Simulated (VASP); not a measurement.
# Si3C (P-6m2) in VASP: a series of runs

Runs on Si3C. Level: PBE. Tasks: single point, relaxation of cell and atoms.

All numbers are computed with VASP 6.6.1; they aren't measurements. Logs are shortened: lines on timing, memory, paths and dates and some standing lists are left out, and cuts for length are marked.

## Step 1: The cell of the first run

It takes space group P-6m2 (No. 187, hexagonal). Conventional cell: a = 2.800 Å, b = 2.800 Å, c = 7.651 Å, α = 90.00°, β = 90.00°, γ = 120.00°. Si (site symmetry -6m2) has 12 Si at 2.80 to 3.07 Å and 2 C at 3.83 Å within 3.9 Å. Within 2.8 Å of Si (site symmetry 3m) lie 3 C at 2.02 Å and 7 Si at 2.42 to 2.80 Å. Within 2.8 Å of C (site symmetry -6m2) lie 6 Si at 2.02 Å and 6 C at 2.80 Å.

## Step 2: Single point, PBE

Contents of INCAR:

```
SYSTEM = Si3C
PREC     = Accurate       ! precision mode
ENCUT    = 520            ! plane-wave cutoff, eV
EDIFF    = 1E-6           ! SCF threshold, eV
ISMEAR   = 0              ! smearing method
SIGMA    = 0.1            ! smearing width, eV
LREAL    = .False.        ! projectors in reciprocal space
LASPH    = .True.         ! aspherical terms in the spheres
NELM     = 100            ! most SCF steps
ALGO     = Normal         ! electronic algorithm
ISIF     = 2              ! what is computed and relaxed
LWAVE    = .False.        ! write WAVECAR
LCHARG   = .True.         ! write CHGCAR
GGA      = PE             ! functional
LELF     = .True.         ! ELF
LVHAR    = .True.       
NBANDS   = 16             ! bands
```

Contents of KPOINTS:

```
regular mesh
0
Gamma
  6 6 2
  0 0 0
```

Contents of POSCAR:

```
Si3C
1.0
    2.7999090593      0.0000000000      0.0000000000
   -1.3999545297      2.4247923737      0.0000000000
    0.0000000000      0.0000000000      7.6505447682
Si C
3 1
Direct
    0.3333333333      0.6666666667      0.0000000000
    0.6666666667      0.3333333333      0.3418246798
    0.6666666667      0.3333333333      0.6581753202
    0.3333333333      0.6666666667      0.5000000000
```

Potentials or basis: VASP PAW PBE potentials, release 64 (Si, C).

The run is started by

```console
$ cat potpaw_PBE.64/Si/POTCAR potpaw_PBE.64/C/POTCAR > POTCAR
$ mpirun -np 1 vasp_std > vasp.out
```

OUTCAR:

```text
SYSTEM = Si3C
   PREC = Accurate
   ENCUT = 520
   EDIFF = 1E-6
   ISMEAR = 0
   LREAL = .False.
   LASPH = .True.
   NELM = 100
   ISIF = 2
   GGA = PE

 ion  position               nearest neighbor table
   1  0.333  0.667  0.000-   2 3.07   3 3.07   2 3.07   3 3.07   2 3.07   3 3.07
   2  0.667  0.333  0.342-   4 2.02   4 2.02   4 2.02   3 2.42   1 3.07   1 3.07   1 3.07
   3  0.667  0.333  0.658-   4 2.02   4 2.02   4 2.02   2 2.42   1 3.07   1 3.07   1 3.07
   4  0.333  0.667  0.500-   2 2.02   3 2.02   2 2.02   3 2.02   2 2.02   3 2.02

  LATTYP: Found a hexagonal cell.
 ALAT       =     2.7999090593
 C/A-ratio  =     2.7324261632

  Lattice vectors:

 A1 = (   2.7999090593,   0.0000000000,   0.0000000000)
 A2 = (  -1.3999545297,   2.4247923737,   0.0000000000)
 A3 = (   0.0000000000,   0.0000000000,   7.6505447682)

Analysis of symmetry for initial positions (statically):
=====================================================================
 Subroutine PRICEL returns:
 Original cell was already a primitive cell.

 Routine SETGRP: Setting up the symmetry group for a
 hexagonal supercell.

 Subroutine GETGRP returns: Found 12 space group operations
 (whereof 12 operations were pure point group operations)
 out of a pool of 24 trial point group operations.

The static configuration has the point symmetry D_3h.

Analysis of symmetry for dynamics (positions and initial velocities):
=====================================================================
 Subroutine PRICEL returns:
 Original cell was already a primitive cell.

 Routine SETGRP: Setting up the symmetry group for a
 hexagonal supercell.

 Subroutine GETGRP returns: Found 12 space group operations
 (whereof 12 operations were pure point group operations)
 out of a pool of 24 trial point group operations.

The dynamic configuration has the point symmetry D_3h.

 Subroutine INISYM returns: Found 12 space group operations
 (whereof 12 operations are pure point group operations),
 and found     1 'primitive' translations

----------------------------------------------------------------------------------------

                                     Primitive cell

  volume of cell :      51.9411

  direct lattice vectors                    reciprocal lattice vectors
     2.799909059  0.000000000  0.000000000     0.357154457  0.206203222  0.000000000
    -1.399954530  2.424792374  0.000000000     0.000000000  0.412406444  0.000000000
     0.000000000  0.000000000  7.650544768     0.000000000  0.000000000  0.130709646
[... 80 lines left out ...]
   NSW    =      0    number of steps for IOM
   IBRION =     -1    ionic relax: 0-MD 1-quasi-New 2-CG
   NFREE  =      0    steps in history (QN), initial steepest desc. (CG)
   ISIF   =      2    stress and relaxation
   ISYM   =      2    0-nonsym 1-usesym 2-fastsym
   POTIM  = 0.5000    time-step for ionic-motion
   TEBEG  =    0.0;   TEEND  =   0.0 temperature during run
   PSTRESS=    0.0 pullay stress
   NELECT =      16.0000    total number of electrons
   NUPDOWN=      -1.0000    fix difference up-down
   EMIN   =  10.00;   EMAX   =-10.00  energy-range for DOS
   EFERMI =   0.00;   METHOD = LEGACY
   ISMEAR =     0;   SIGMA  =   0.10  broadening in eV -4-tet -1-fermi 0-gaus
   EFERMI_NEDOS =   21; number of points for ismear=-14 and -15
   IALGO  =     38    algorithm
   IMIX   =      4    mixing-type and parameters
     AMIX     =   0.40;   BMIX     =  1.00
     AMIX_MAG =   1.60;   BMIX_MAG =  1.00
  volume/ion in A,a.u.               =      12.99        87.63
  Fermi-wavevector in a.u.,A,eV,Ry     =   1.105634  2.089344 16.632109  1.222426
  Thomas-Fermi vector in A             =   2.242123
   LORBIT       =      0    0 simple, 1 ext, 2 COOP (PROOUT), +10 PAW based schemes
   GGA     = PE    functional components
   LHFCALC =     F    Hartree Fock is set to
   AEXX    =    0.0000 exact exchange contribution
   IVDW    =     0    specifies the selected vdW correction
   LEPSILON=     F    determine dielectric tensor
   LRPA    =     F    only Hartree local field effects (RPA)
 non-spin polarized calculation
 Gauss-broadening in eV      SIGMA  =   0.10
  energy-cutoff  :      520.00
  volume of cell :       51.94
 maximum number of plane-waves:      1432
 NGX is ok and might be reduce to    24
   NGX = 11   NGY = 11   NGZ = 29

 number of electron      16.0000000 magnetization

 Free energy of the ion-electron system (eV)
  ---------------------------------------------------
  ext. energy  EPLUGINS =         0.00000000
  ---------------------------------------------------
  free energy    TOTEN  =       -22.36492159 eV

  energy without entropy =      -22.35946382  energy(sigma->0) =      -22.36219271

 E-fermi :   9.0624     XC(G=0): -11.1126

 val. band max:        9.0566374019   @ k =   0.3333   0.0000   0.5000
 cond. band min:       9.3274730629   @ k =   0.5000   0.0000   0.0000
 fundamental gap:      0.2708356611
 Fermi energy:         9.0624358415

 k-point     1 :       0.0000    0.0000    0.0000
  band No.  band energies     occupation
      1      -7.9315      2.00000
      2      -2.5716      2.00000
      3      -2.4219      2.00000
      4       4.1956      2.00000
      5       4.5330      2.00000
      6       8.8453      1.99786
[... 243 lines left out ...]
      3       1.6334      2.00000
      4       3.0474      2.00000
      5       4.8193      2.00000
      6       5.5516      2.00000
[... 8 lines left out ...]
     15      16.4728      0.00000
     16      17.8883      0.00000

------------------------ aborting loop because EDIFF is reached ----------------------------------------

  FORCE on cell =-STRESS in cart. coord.  units (eV):
  Direction    XX          YY          ZZ          XY          YZ          ZX
  --------------------------------------------------------------------------------------
  -------------------------------------------------------------------------------------
  Total        0.0352166      0.0352166     -0.1714860     -0.0000000     -0.0000000      0.0000000
  in kB        1.0862919      1.0862919     -5.2896679     -0.0000000     -0.0000000      0.0000000
  external PRESSURE =      -1.0390280 kB  Pullay stress =       0.0000000 kB

 VOLUME and BASIS-vectors are now :
 -----------------------------------------------------------------------------
  energy-cutoff  :      520.00
  volume of cell :       51.94
      direct lattice vectors                 reciprocal lattice vectors
     2.799909059  0.000000000  0.000000000     0.357154457  0.206203222  0.000000000
    -1.399954530  2.424792374  0.000000000     0.000000000  0.412406444  0.000000000
     0.000000000  0.000000000  7.650544768     0.000000000  0.000000000  0.130709646

 POSITION                                       TOTAL-FORCE (eV/Angst)
 -----------------------------------------------------------------------------------
     -0.00000      1.61653      0.00000        -0.000000      0.000000      0.000000
      1.39995      0.80826      2.61515        -0.000000      0.000000      0.043550
      1.39995      0.80826      5.03540         0.000000      0.000000     -0.043550
     -0.00000      1.61653      3.82527         0.000000     -0.000000      0.000000
 -----------------------------------------------------------------------------------
    total drift:                                0.000000     -0.000000     -0.000000

  FREE ENERGIE OF THE ION-ELECTRON SYSTEM (eV)
  ---------------------------------------------------
  free  energy   TOTEN  =       -22.3649215941 eV

  energy  without entropy=      -22.3594638243  energy(sigma->0) =      -22.36219271
```

OSZICAR:

```text
N       E                     dE             d eps       ncg     rms          rms(c)
DAV:   1     0.276796213281E+02    0.27680E+02   -0.67224E+03   448   0.874E+02
DAV:   2    -0.220343551204E+02   -0.49714E+02   -0.44611E+02   624   0.137E+02
DAV:   3    -0.243568678620E+02   -0.23225E+01   -0.23081E+01   624   0.275E+01
DAV:   4    -0.243752062283E+02   -0.18338E-01   -0.18336E-01   552   0.301E+00
DAV:   5    -0.243754151386E+02   -0.20891E-03   -0.20889E-03   672   0.289E-01    0.888E+00
DAV:   6    -0.223070121927E+02    0.20684E+01   -0.53791E+00   592   0.141E+01    0.414E+00
DAV:   7    -0.223791191156E+02   -0.72107E-01   -0.11878E+00   536   0.506E+00    0.191E+00
DAV:   8    -0.223678280032E+02    0.11291E-01   -0.56191E-02   584   0.143E+00    0.701E-01
DAV:   9    -0.223648212123E+02    0.30068E-02   -0.12746E-02   608   0.753E-01    0.109E-01
DAV:  10    -0.223648970234E+02   -0.75811E-04   -0.17762E-03   568   0.250E-01    0.861E-02
DAV:  11    -0.223649265917E+02   -0.29568E-04   -0.98833E-05   592   0.611E-02    0.417E-02
DAV:  12    -0.223649231604E+02    0.34313E-05   -0.15476E-05   576   0.228E-02    0.129E-02
DAV:  13    -0.223649217817E+02    0.13787E-05   -0.90201E-06   560   0.160E-02    0.347E-03
DAV:  14    -0.223649215941E+02    0.18760E-06   -0.58308E-07   320   0.523E-03
   1 F= -.22364922E+02 E0= -.22362193E+02  d E =-.545777E-02
```

It took 22 s on 1 thread of AMD EPYC 7R43 (Zen 3), shared host; peak memory 0.12 GiB.

What came out:

| Item | Value |
| --- | --- |
| Free energy | -22.3649 eV |
| Pressure | -0.1 GPa |
| Largest force | 0.044 eV/Å |
| Band gap on the k mesh | zero (bands 8 and 9 overlap by 6.18 eV) |

Forces in eV/Å, atoms in the order of the input:
```
Si   0.000  0.000  0.000
Si   0.000  0.000  0.044
Si   0.000  0.000 -0.044
C    0.000  0.000  0.000
```

Levels at points of the mesh, in eV from the Fermi level:
```csv
k point,band 5,band 6,band 7,band 8,band 9,band 10,band 11,band 12
"(0.00, 0.00, 0.00)",-4.53,-0.22,-0.22,3.97,6.72,7.83,7.83,7.83
"(0.50, 0.00, 0.00)",-5.07,-4.60,-2.68,-0.11,0.27,0.84,3.34,3.95
"(0.00, 0.00, 0.50)",-0.63,-0.22,-0.22,0.74,6.73,7.87,7.87,8.88
"(0.50, 0.00, 0.50)",-4.92,-2.82,-2.68,-2.43,-1.35,3.17,3.47,4.43
```

Caveat: the k points lie up to 0.43 Å⁻¹ apart, too coarse for converged energies and pressures of a metal.

(Part 1 of 2 ends here.)
